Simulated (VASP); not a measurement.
# SnO (P4/nmm) in VASP: further runs, part 2 of 2

VASP 6.6.1.

### 3 Relaxation of cell and atoms, PBEsol, target pressure 30 GPa, at which the enthalpy is minimised

This run uses another cell than the first one, of 12.87 Å³/atom.

Input file INCAR:

```
SYSTEM = SnO
PREC = Accurate
ENCUT = 600
EDIFF = 1E-6
ISMEAR = 0
SIGMA = 0.1
LREAL = .FALSE.
LASPH = .TRUE.
NELM = 100
ALGO = Fast
ISIF = 3
LWAVE = .FALSE.
LCHARG = .FALSE.
GGA = PS
IBRION = 2
NSW = 70
EDIFFG = -0.008
PSTRESS = 300.0
```

Input file KPOINTS:

```
regular mesh
0
G
  10 10 6
  0 0 0
```

Input file POSCAR:

```
SnO
1.0
    2.5080077628     -2.5080077628      0.0000000000
    2.5080077628      2.5080077628      0.0000000000
    0.0000000000      0.0000000000      8.1835912633
Sn O
4 4
Direct
    0.7500000000      0.2500000000      0.8889153841
    0.2500000000      0.7500000000      0.1110846159
    0.7500000000      0.2500000000      0.3889153841
    0.2500000000      0.7500000000      0.6110846159
    0.2500000000      0.2500000000      0.2500000000
    0.7500000000      0.7500000000      0.7500000000
    0.2500000000      0.2500000000      0.7500000000
    0.7500000000      0.7500000000      0.2500000000
```

Potentials or basis: VASP PAW PBE potentials, release 64 (Sn_d, O).

Started as:

```
$ cat potpaw_PBE.64/Sn_d/POTCAR potpaw_PBE.64/O/POTCAR > POTCAR
$ mpirun -np 1 vasp_std > vasp.out
```

Wall time 1.6 h (1 thread of Oxide Virtual Turin-like, shared host); peak memory 0.46 GiB.

It converged, with:

```
Free energy                                                : -46.1601 eV
Relaxed volume                                             : 12.72 Å³/atom
Relaxed cell                                               : a = 3.562 Å, b = 3.562 Å, c = 8.023 Å, α = 90.00°, β = 90.00°, γ = 90.00°
Space group after relaxing (to 0.1 Å)                      : P4/nmm (No. 129)
Energy change on relaxing (the run minimises the enthalpy) : +10.5 meV/atom
Ionic steps                                                : 11
Pressure after relaxing                                    : 29.9 GPa
Band gap on the k mesh                                     : zero (bands 40 and 41 overlap by 2.20 eV)
```

Forces in eV/Å, atoms in the order of the input:
```
Sn   0.000  0.000 -0.002
Sn   0.000  0.000  0.002
Sn   0.000  0.000 -0.002
Sn   0.000  0.000  0.002
O    0.000  0.000  0.000
O    0.000  0.000  0.000
O    0.000  0.000  0.000
O    0.000  0.000  0.000
```

The path:
```
step  energy change (eV)  largest force (eV/Å)  pressure (GPa)  volume (Å³)
   1              0.0000                1.3002           32.10       102.95
   2             -0.4714                0.8387           21.13       105.48
   3             -0.3184                0.2050           26.44       104.19
   4              0.2419                0.1061           31.58       101.01
   5              0.0953                0.0281           30.24       101.77
   6              0.0943                0.0005           30.10       101.75
   7              0.0982                0.0264           30.06       101.72
   8              0.0979                0.0272           30.15       101.72
   9              0.0654                0.0358           29.58       101.89
  10              0.0870                0.0084           30.05       101.78
  11              0.0841                0.0024           29.91       101.79
```

Final structure:
```yaml
crystal:
  lattice:
    - [2.51860, -2.51860, 0.00000]
    - [2.51860, 2.51860, 0.00000]
    - [0.00000, 0.00000, 8.02349]
  atoms:
    - { symbol: Sn, position: [0.75000, 0.25000, 0.89546] }
    - { symbol: Sn, position: [0.25000, 0.75000, 0.10454] }
    - { symbol: Sn, position: [0.75000, 0.25000, 0.39546] }
    - { symbol: Sn, position: [0.25000, 0.75000, 0.60454] }
    - { symbol: O, position: [0.25000, 0.25000, 0.25000] }
    - { symbol: O, position: [0.75000, 0.75000, 0.75000] }
    - { symbol: O, position: [0.25000, 0.25000, 0.75000] }
    - { symbol: O, position: [0.75000, 0.75000, 0.25000] }
```

Levels at points of the mesh, in eV from the Fermi level:
```csv
k point,band 37,band 38,band 39,band 40,band 41,band 42,band 43,band 44
"(0.00, 0.00, 0.00)",-3.62,-2.58,-0.50,0.38,1.33,1.33,2.11,3.13
"(0.50, 0.00, 0.00)",-3.76,-3.76,-2.02,-2.02,4.26,4.26,4.74,4.74
"(0.50, 0.50, 0.00)",-2.85,-2.85,-2.13,-2.13,-1.61,-1.61,1.96,1.96
"(0.00, 0.00, 0.50)",-3.61,-3.61,0.59,0.59,2.36,2.36,2.36,2.36
"(0.50, 0.00, 0.50)",-2.73,-2.73,-2.73,-2.73,4.61,4.61,4.61,4.61
"(0.50, 0.50, 0.50)",-2.85,-2.85,-2.85,-2.85,0.06,0.06,0.06,0.06
```

Caveat: the cell is relaxed towards a set pressure, so the run minimises the enthalpy, not the energy; the PAW data sets were made with another functional, which shifts forces and pressure a little; spin-orbit coupling is left out, which moves the levels of the heavy elements.

### 4 Relaxation of cell and atoms, PBEsol, target pressure 3 GPa, at which the enthalpy is minimised

This run uses another cell than the first one, of 16.72 Å³/atom.

Input file INCAR:

```
PREC = Accurate
ENCUT = 600
EDIFF = 1E-6
ISMEAR = 0
SIGMA = 0.1
LREAL = False
LASPH = True
NELM = 100
ALGO = Fast
ISIF = 3
LWAVE = False
LCHARG = False
GGA = PS
IBRION = 2
NSW = 70
EDIFFG = -0.008
PSTRESS = 30.0
```

Input file KPOINTS:

```
regular mesh
0
Gamma
  10 10 4
```

Input file POSCAR:

```
SnO
1.0
    2.6656781906     -2.6656779678      0.0000000000
    2.6656781906      2.6656779678      0.0000000000
    0.0000000000      0.0000000000      9.4132574846
Sn O
4 4
Direct
    0.7500077539      0.2499922461      0.8712316862
    0.2499922461      0.7500077539      0.1287683138
    0.7499922461      0.2500077539      0.3712316862
    0.2500077539      0.7499922461      0.6287683138
    0.2499958231      0.2500041769      0.2500000000
    0.7500041769      0.7499958231      0.7500000000
    0.2500041769      0.2499958231      0.7500000000
    0.7499958231      0.7500041769      0.2500000000
```

Started as:

```
$ cat potpaw_PBE.64/Sn_d/POTCAR potpaw_PBE.64/O/POTCAR > POTCAR
$ mpirun -np 1 vasp_std > vasp.out
```

Wall time 1.7 h (1 thread of Oxide Virtual Turin-like, shared host); peak memory 0.62 GiB.

Results (log left out):

```
Free energy                                                : -48.3544 eV
Relaxed volume                                             : 15.98 Å³/atom
Relaxed cell                                               : a = 3.763 Å, b = 3.763 Å, c = 9.024 Å, α = 90.00°, β = 90.00°, γ = 90.00°
Space group after relaxing (to 0.1 Å)                      : P4/nmm (No. 129)
Energy change on relaxing (the run minimises the enthalpy) : +5.0 meV/atom
Ionic steps                                                : 14
Pressure after relaxing                                    : 3.0 GPa
Largest force after relaxing                               : 0.008 eV/Å
Band gap on the k mesh                                     : zero (bands 40 and 41 overlap by 0.58 eV)
```

Forces on the atoms (eV/Å):
```
Sn   0.000  0.000 -0.008
Sn   0.000  0.000  0.008
Sn   0.000  0.000 -0.008
Sn   0.000  0.000  0.008
O    0.000  0.000  0.000
O    0.000  0.000  0.000
O    0.000  0.000  0.000
O    0.000  0.000  0.000
```

Step by step:
```tsv
step	energy change (eV)	largest force (eV/Å)	pressure (GPa)	volume (Å³)
1	0.0000	0.4956	3.16	133.78
2	-0.0296	0.0043	1.31	134.10
3	-0.0295	0.0243	1.26	134.09
4	-0.0125	0.0016	1.89	132.01
5	0.0507	0.0197	3.46	127.80
6	0.0417	0.0151	3.31	128.26
7	0.0400	0.0418	3.14	128.02
8	0.0429	0.0713	2.91	127.71
9	0.0433	0.0754	2.91	127.69
10	0.0467	0.0281	3.32	127.49
11	0.0452	0.0120	3.16	127.56
12	0.0399	0.0071	2.88	127.83
13	0.0406	0.0124	3.06	127.80
14	0.0402	0.0076	3.03	127.81
```

Final structure:
```cif
data_structure
_symmetry_space_group_name_H-M 'P 1'
_symmetry_Int_Tables_number 1
_cell_length_a 3.7635
_cell_length_b 3.7635
_cell_length_c 9.0239
_cell_angle_alpha 90.000
_cell_angle_beta 90.000
_cell_angle_gamma 90.000
_cell_volume 127.81
loop_
_atom_site_label
_atom_site_type_symbol
_atom_site_fract_x
_atom_site_fract_y
_atom_site_fract_z
_atom_site_occupancy
Sn1 Sn 0.75000 0.25000 0.87849 1
Sn2 Sn 0.25000 0.75000 0.12151 1
Sn3 Sn 0.75000 0.25000 0.37849 1
Sn4 Sn 0.25000 0.75000 0.62151 1
O1 O 0.25000 0.25000 0.25000 1
O2 O 0.75000 0.75000 0.75000 1
O3 O 0.25000 0.25000 0.75000 1
O4 O 0.75000 0.75000 0.25000 1
```

Levels at points of the mesh, in eV from the Fermi level:
```
           k point  band 37  band 38  band 39  band 40  band 41  band 42  band 43  band 44
(0.00, 0.00, 0.00)    -3.29    -2.50    -2.30     0.02     1.68     2.33     2.33     2.48
(0.50, 0.00, 0.00)    -3.06    -3.06    -1.84    -1.84     2.96     2.96     3.58     3.58
(0.50, 0.50, 0.00)    -2.60    -2.60    -1.98    -1.98    -0.55    -0.55     2.10     2.10
(0.00, 0.00, 0.50)    -3.29    -3.29    -0.34    -0.34     1.69     1.69     3.04     3.04
(0.50, 0.00, 0.50)    -2.38    -2.38    -2.38    -2.38     3.26     3.26     3.26     3.26
(0.50, 0.50, 0.50)    -2.61    -2.61    -2.61    -2.61     0.55     0.55     0.55     0.55
```

Caveat: the cell is relaxed towards a set pressure, so the run minimises the enthalpy, not the energy; semilocal functionals underestimate gaps, and a narrow one can read as zero; the PAW data sets were made with another functional, which shifts forces and pressure a little; spin-orbit coupling is left out, which moves the levels of the heavy elements.

### 5 Overview

| cell | k mesh | gap on the mesh (eV) | pressure (GPa) |
| --- | --- | --- | --- |
| relaxed to 8 GPa from a = 3.665, b = 3.665, c = 8.819 Å, 8 atoms, atomic positions A | 10 × 10 × 4 | none | 8.0 |
| relaxed to 30 GPa from a = 3.547, b = 3.547, c = 8.184 Å, 8 atoms, atomic positions B | 10 × 10 × 6 | none | 29.9 |
| relaxed to 3 GPa from a = 3.770, b = 3.770, c = 9.413 Å, 8 atoms, atomic positions C | 10 × 10 × 4 | none | 3.0 |

Alike in all rows: task relaxation of cell and atoms; level PBEsol; potentials or basis VASP PAW PBE potentials, release 64 (Sn_d, O); no spin polarisation; cutoff (eV) 600; smearing gaussian 0.1 eV.

Caveats: the cell is relaxed towards a set pressure, so the run minimises the enthalpy, not the energy; the PAW data sets were made with another functional, which shifts forces and pressure a little; spin-orbit coupling is left out, which moves the levels of the heavy elements; semilocal functionals underestimate gaps, and a narrow one can read as zero (at least some runs).

Absolute energies hang on the potentials; compare differences alone.
